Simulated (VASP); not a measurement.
# AlIn (P-6m2) in VASP: single point with PBE

Aim: the single point of AlIn with PBE.

Program: VASP 6.6.1. These are calculated values, not measurements. Logs are shortened: lines on timing, memory, paths and dates and some standing lists are left out, and cuts for length are marked.

## Step 1: The cell of the first run

Symmetry: P-6m2, No. 187, hexagonal system. The conventional cell has a = 4.330 Å, b = 4.330 Å, c = 5.560 Å, α = 90.00°, β = 90.00°, γ = 120.00°. Within 3.3 Å of Al (site symmetry -6m2) lie 3 In at 2.50 Å. In (site symmetry -6m2) has 3 Al at 2.50 Å within 3.3 Å.

## Step 2: Single point, PBE

INCAR

```
SYSTEM = AlIn
  PREC = Accurate
  ENCUT = 520
  EDIFF = 1E-6
  ISMEAR = 0
  SIGMA = 0.1
  LREAL = .False.
  LASPH = .True.
  NELM = 80
  ALGO = Fast
  ISIF = 2
  LWAVE = .False.
  LCHARG = .True.
  GGA = PE
  LELF = .True.
  LVHAR = .True.
  NBANDS = 15
```

KPOINTS

```
Automatic mesh
0
Gamma
  6 6 4
  0 0 0
```

POSCAR

```
AlIn
1.0
    4.3302557900      0.0000000000      0.0000000000
   -2.1651278900      3.7501115200      0.0000000000
    0.0000000000      0.0000000000      5.5602909000
Al In
1 1
Direct
    0.0000000000      0.0000000000      0.5000000000
    0.6666666700      0.3333333300      0.5000000000
```

Potentials or basis: VASP PAW PBE potentials, release 64 (Al, In_d).

Command:

```sh
$ cat potpaw_PBE.64/Al/POTCAR potpaw_PBE.64/In_d/POTCAR > POTCAR
$ mpirun -np 1 vasp_std > vasp.out
```

OUTCAR:

```text
SYSTEM = AlIn
   PREC = Accurate
   ENCUT = 520
   EDIFF = 1E-6
   ISMEAR = 0
   LREAL = .False.
   LASPH = .True.
   NELM = 80
   ISIF = 2
   GGA = PE

 ion  position               nearest neighbor table
   1  0.000  0.000  0.500-   2 2.50   2 2.50   2 2.50
   2  0.667  0.333  0.500-   1 2.50   1 2.50   1 2.50

  LATTYP: Found a hexagonal cell.
 ALAT       =     4.3302557900
 C/A-ratio  =     1.2840559934

  Lattice vectors:

 A1 = (   4.3302557900,   0.0000000000,   0.0000000000)
 A2 = (  -2.1651278900,   3.7501115200,   0.0000000000)
 A3 = (   0.0000000000,   0.0000000000,   5.5602909000)

Analysis of symmetry for initial positions (statically):
=====================================================================
 Subroutine PRICEL returns:
 Original cell was already a primitive cell.

 Routine SETGRP: Setting up the symmetry group for a
 hexagonal supercell.

 Subroutine GETGRP returns: Found 12 space group operations
 (whereof 12 operations were pure point group operations)
 out of a pool of 24 trial point group operations.

The static configuration has the point symmetry D_3h.

Analysis of symmetry for dynamics (positions and initial velocities):
=====================================================================
 Subroutine PRICEL returns:
 Original cell was already a primitive cell.

 Routine SETGRP: Setting up the symmetry group for a
 hexagonal supercell.

 Subroutine GETGRP returns: Found 12 space group operations
 (whereof 12 operations were pure point group operations)
 out of a pool of 24 trial point group operations.

The dynamic configuration has the point symmetry D_3h.

 Subroutine INISYM returns: Found 12 space group operations
 (whereof 12 operations are pure point group operations),
 and found     1 'primitive' translations

----------------------------------------------------------------------------------------

                                     Primitive cell

  volume of cell :      90.2932

  direct lattice vectors                    reciprocal lattice vectors
     4.330255790  0.000000000  0.000000000     0.230933240  0.133329368  0.000000000
    -2.165127890  3.750111520  0.000000000     0.000000000  0.266658737  0.000000000
     0.000000000  0.000000000  5.560290900     0.000000000  0.000000000  0.179846706

  length of vectors
     4.330255790  4.330255788  5.560290900     0.266658736  0.266658737  0.179846706

  position of ions in fractional coordinates (direct lattice)
     0.000000000  0.000000000  0.500000000
     0.666666670  0.333333330  0.500000000

  ion indices of the primitive-cell ions
   primitive index   ion index
                 1           1
                 2           2

----------------------------------------------------------------------------------------

 KPOINTS: Automatic mesh

Automatic generation of k-mesh.
 Grid dimensions read from file:
 generate k-points for:    6    6    4

 Generating k-lattice:

  Cartesian coordinates                     Fractional coordinates (reciprocal lattice)
     0.038488873  0.022221561  0.000000000     0.166666667  0.000000000  0.000000000
     0.000000000  0.044443123  0.000000000     0.000000000  0.166666667  0.000000000
     0.000000000  0.000000000  0.044961676     0.000000000  0.000000000  0.250000000

  Length of vectors
     0.044443123  0.044443123  0.044961676

  Shift w.r.t. Gamma in fractional coordinates (k-lattice)
     0.000000000  0.000000000  0.000000000

 Subroutine IBZKPT returns following result:
 ===========================================

 Found     21 irreducible k-points:

 Following reciprocal coordinates:
            Coordinates               Weight
  0.000000  0.000000  0.000000      1.000000
  0.166667 -0.000000  0.000000      6.000000
  0.333333 -0.000000  0.000000      6.000000
  0.500000 -0.000000  0.000000      3.000000
  0.166667  0.166667  0.000000      6.000000
  0.333333  0.166667  0.000000     12.000000
[... 13 lines left out ...]
  0.333333  0.166667  0.500000     12.000000
  0.333333  0.333333  0.500000      2.000000
   k-points           NKPTS =     21   k-points in BZ     NKDIM =     21   number of bands    NBANDS=     15
   number of dos      NEDOS =    301   number of ions     NIONS =      2
   total plane-waves  NPLWV =  43008
   dimension x,y,z NGX =    32 NGY =   32 NGZ =   42
   dimension x,y,z NGXF=    64 NGYF=   64 NGZF=   84
   ions per type =               1   1
   NGX,Y,Z   is equivalent  to a cutoff of  12.29, 12.29, 12.56 a.u.
   NGXF,Y,Z  is equivalent  to a cutoff of  24.57, 24.57, 25.11 a.u.
 SYSTEM =  AlIn
   PREC   = accura    normal or accurate (medium, high low for compatibility)
   ISTART =      0    job   : 0-new  1-cont  2-samecut
   ICHARG =      2    charge: 1-file 2-atom 10-const
   ISPIN  =      1    spin polarized calculation?
   LNONCOLLINEAR =      F non collinear calculations
   LSORBIT =      F    spin-orbit coupling
   LASPH  =      T    aspherical Exc in radial PAW
   ENCUT  =  520.0 eV  38.22 Ry    6.18 a.u.   8.05  8.05 10.34*2*pi/ulx,y,z
   NELM   =     80;   NELMIN=  2; NELMDL= -5     # of ELM steps
   EDIFF  = 0.1E-05   stopping-criterion for ELM
   LREAL  =      F    real-space projection
   EDIFFG = 0.1E-04   stopping-criterion for IOM
   NSW    =      0    number of steps for IOM
   IBRION =     -1    ionic relax: 0-MD 1-quasi-New 2-CG
   NFREE  =      0    steps in history (QN), initial steepest desc. (CG)
   ISIF   =      2    stress and relaxation
   ISYM   =      2    0-nonsym 1-usesym 2-fastsym
   POTIM  = 0.5000    time-step for ionic-motion
   TEBEG  =    0.0;   TEEND  =   0.0 temperature during run
   PSTRESS=    0.0 pullay stress
   NELECT =      16.0000    total number of electrons
   NUPDOWN=      -1.0000    fix difference up-down
   EMIN   =  10.00;   EMAX   =-10.00  energy-range for DOS
   EFERMI =   0.00;   METHOD = LEGACY
   ISMEAR =     0;   SIGMA  =   0.10  broadening in eV -4-tet -1-fermi 0-gaus
   EFERMI_NEDOS =   21; number of points for ismear=-14 and -15
   IALGO  =     68    algorithm
   IMIX   =      4    mixing-type and parameters
     AMIX     =   0.40;   BMIX     =  1.00
     AMIX_MAG =   1.60;   BMIX_MAG =  1.00
  volume/ion in A,a.u.               =      45.15       304.66
  Fermi-wavevector in a.u.,A,eV,Ry     =   0.919524  1.737648 11.504058  0.845524
  Thomas-Fermi vector in A             =   2.044727
   LORBIT       =      0    0 simple, 1 ext, 2 COOP (PROOUT), +10 PAW based schemes
   GGA     = PE    functional components
   LHFCALC =     F    Hartree Fock is set to
   AEXX    =    0.0000 exact exchange contribution
   IVDW    =     0    specifies the selected vdW correction
   LEPSILON=     F    determine dielectric tensor
   LRPA    =     F    only Hartree local field effects (RPA)
 non-spin polarized calculation
 RMM-DIIS sequential band-by-band and
 Gauss-broadening in eV      SIGMA  =   0.10
  energy-cutoff  :      520.00
  volume of cell :       90.29
 maximum number of plane-waves:      2464
   NGX = 17   NGY = 17   NGZ = 21

 number of electron      16.0000002 magnetization

 Free energy of the ion-electron system (eV)
  ---------------------------------------------------
  ext. energy  EPLUGINS =         0.00000000
  ---------------------------------------------------
  free energy    TOTEN  =        -4.16581356 eV

  energy without entropy =       -4.15781705  energy(sigma->0) =       -4.16181531

 E-fermi :   1.2343     XC(G=0):  -6.5989

 val. band max:        1.2300149339   @ k =   0.3333  -0.0000   0.2500
 cond. band min:       1.4337623471   @ k =   0.3333  -0.0000   0.0000
 fundamental gap:      0.2037474132
 Fermi energy:         1.2343352065

 k-point     1 :       0.0000    0.0000    0.0000
  band No.  band energies     occupation
      1     -13.1367      2.00000
      2     -13.1038      2.00000
      3     -13.1038      2.00000
      4     -13.0193      2.00000
      5     -13.0193      2.00000
      6      -6.3895      2.00000
      7       0.6309      2.00000
      8       2.7661      0.00000
      9       2.7661      0.00000
     10       4.2263      0.00000
     11       4.9740      0.00000
     12       6.1456      0.00000
     13       6.1456      0.00000
     14       9.0758      0.00000
     15       9.1331      0.00000

 k-point     2 :       0.1667   -0.0000    0.0000
  band No.  band energies     occupation
      1     -13.1311      2.00000
      2     -13.1023      2.00000
      3     -13.0913      2.00000
      4     -13.0242      2.00000
      5     -13.0205      2.00000
      6      -6.1119      2.00000
      7       0.8589      2.00000
      8       0.9207      1.99999
      9       2.1884      0.00000
     10       4.5226      0.00000
     11       5.1639      0.00000
     12       7.1632      0.00000
     13       7.2276      0.00000
     14       7.5154      0.00000
     15      10.5489      0.00000

 k-point     3 :       0.3333   -0.0000    0.0000
  band No.  band energies     occupation
      1     -13.1328      2.00000
      2     -13.0870      2.00000
      3     -13.0662      2.00000
      4     -13.0341      2.00000
      5     -13.0230      2.00000
      6      -5.2988      2.00000
      7      -1.5162      2.00000
      8       1.4338      0.00480
      9       1.7420      0.00000
     10       4.4132      0.00000
     11       5.3966      0.00000
     12       5.4384      0.00000
     13       8.4865      0.00000
     14       9.4513      0.00000
     15       9.8548      0.00000
[... 289 lines left out ...]
 k-point    20 :       0.3333    0.1667    0.5000
  band No.  band energies     occupation
      1     -13.1215      2.00000
      2     -13.0840      2.00000
      3     -13.0602      2.00000
      4     -13.0371      2.00000
      5     -13.0270      2.00000
      6      -4.4833      2.00000
      7      -2.3941      2.00000
      8       0.2052      2.00000
      9       1.6120      0.00000
     10       3.5981      0.00000
     11       6.0362      0.00000
     12       6.3762      0.00000
     13       9.0219      0.00000
     14       9.9730      0.00000
     15      10.3377      0.00000

 k-point    21 :       0.3333    0.3333    0.5000
  band No.  band energies     occupation
      1     -13.1012      2.00000
      2     -13.0867      2.00000
      3     -13.0686      2.00000
      4     -13.0353      2.00000
      5     -13.0320      2.00000
      6      -3.7252      2.00000
      7      -3.0223      2.00000
      8      -0.6770      2.00000
      9       2.6328      0.00000
     10       2.7018      0.00000
     11       5.4493      0.00000
     12       8.3334      0.00000
     13       9.0066      0.00000
     14       9.1342      0.00000
     15      10.9353      0.00000

------------------------ aborting loop because EDIFF is reached ----------------------------------------

  FORCE on cell =-STRESS in cart. coord.  units (eV):
  Direction    XX          YY          ZZ          XY          YZ          ZX
  --------------------------------------------------------------------------------------
  -------------------------------------------------------------------------------------
  Total        4.7346303      4.7346303     -0.3208611      0.0000000     -0.0000000      0.0000000
  in kB       84.0120162     84.0120162     -5.6934086      0.0000001     -0.0000000      0.0000000
  external PRESSURE =      54.1102079 kB  Pullay stress =       0.0000000 kB

 VOLUME and BASIS-vectors are now :
 -----------------------------------------------------------------------------
  energy-cutoff  :      520.00
  volume of cell :       90.29
      direct lattice vectors                 reciprocal lattice vectors
     4.330255790  0.000000000  0.000000000     0.230933240  0.133329368  0.000000000
    -2.165127890  3.750111520  0.000000000     0.000000000  0.266658737  0.000000000
     0.000000000  0.000000000  5.560290900     0.000000000  0.000000000  0.179846706

 POSITION                                       TOTAL-FORCE (eV/Angst)
 -----------------------------------------------------------------------------------
      0.00000      0.00000      2.78015        -0.000000      0.000000      0.000000
      2.16513      1.25004      2.78015         0.000000     -0.000000      0.000000
 -----------------------------------------------------------------------------------
    total drift:                               -0.000009      0.000005     -0.000000

  FREE ENERGIE OF THE ION-ELECTRON SYSTEM (eV)
  ---------------------------------------------------
  free  energy   TOTEN  =        -4.1658135648 eV

  energy  without entropy=       -4.1578170489  energy(sigma->0) =       -4.16181531
```

It took 42 s on 1 thread of Intel Xeon 8259CL, shared host; peak memory 0.2 GiB.

Results:

```yaml
Free_energy: -4.1658 eV
Pressure: 5.4 GPa
Band_gap_on_the_k_mesh: zero (band 8 reaches 2.81 eV, above the bottom of band 9 at 1.02 eV)
```

Stress tensor (GPa, compression positive):
```
 8.40  0.00  0.00
 0.00  8.40  0.00
 0.00  0.00 -0.57
```

Levels at points of the mesh, in eV from the Fermi level:
```tsv
k point	band 5	band 6	band 7	band 8	band 9	band 10	band 11	band 12
(0.00, 0.00, 0.00)	-14.25	-7.62	-0.60	1.53	1.53	2.99	3.74	4.91
(0.50, 0.00, 0.00)	-14.26	-5.65	-4.19	-0.09	1.34	2.92	2.92	5.29
(0.00, 0.00, 0.50)	-14.25	-7.55	-1.53	1.57	1.57	3.84	5.00	5.00
(0.50, 0.00, 0.50)	-14.26	-5.58	-4.11	-0.04	0.51	1.91	3.09	6.80
```

Caveat: spin-orbit coupling is left out, which moves the levels of the heavy elements.
